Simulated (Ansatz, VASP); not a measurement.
## Al2O3: VASP beside Ansatz

```
Al O
1.0
     4.59259    0.00000    0.00000
     0.00000    9.57312    0.00000
     0.00000    0.00000    2.97459
Al O
4 6
Direct
  0.41388 0.33100 0.50000
  0.58612 0.66900 0.50000
  0.91388 0.16900 0.00000
  0.08612 0.83100 0.00000
  0.73156 0.22269 0.50000
  0.00000 0.00000 0.00000
  0.76844 0.72269 0.00000
  0.23156 0.27731 0.00000
  0.26844 0.77731 0.50000
  0.50000 0.50000 0.50000
```

Alike in both runs: functional LDA; k mesh 6 × 4 × 8; occupations gaussian, width 0.02 eV; no spin polarisation.

Ansatz relaxed the structure, and its values are those at the end. VASP's run is a single point on that final structure, the one shown.

|  | VASP | Ansatz |
| --- | --- | --- |
| version | VASP 6.6.1 | Ansatz 0.2.0 |
| potentials or method | VASP PAW LDA potentials, release 64 (Al, O), cutoff 520 eV | scalar-relativistic, plane waves, PAW |
| valence electrons in the cell | 48 | 48 |

Ansatz gave:

```
gap on the k mesh at the Fermi level (eV) : 3.47
least direct gap on the mesh (eV)         : 3.47
pressure (GPa)                            : 0.0
rms of the force components (eV/Å)        : 0.001
```

What did VASP give for the same quantities?

gap on the k mesh at the Fermi level (eV): 3.46; least direct gap on the mesh (eV): 3.46; pressure (GPa): 0.8; rms of the force components (eV/Å): 0.031.

LDA's correlation is that of Perdew and Zunger in VASP and of Perdew and Wang (1992) in Ansatz.
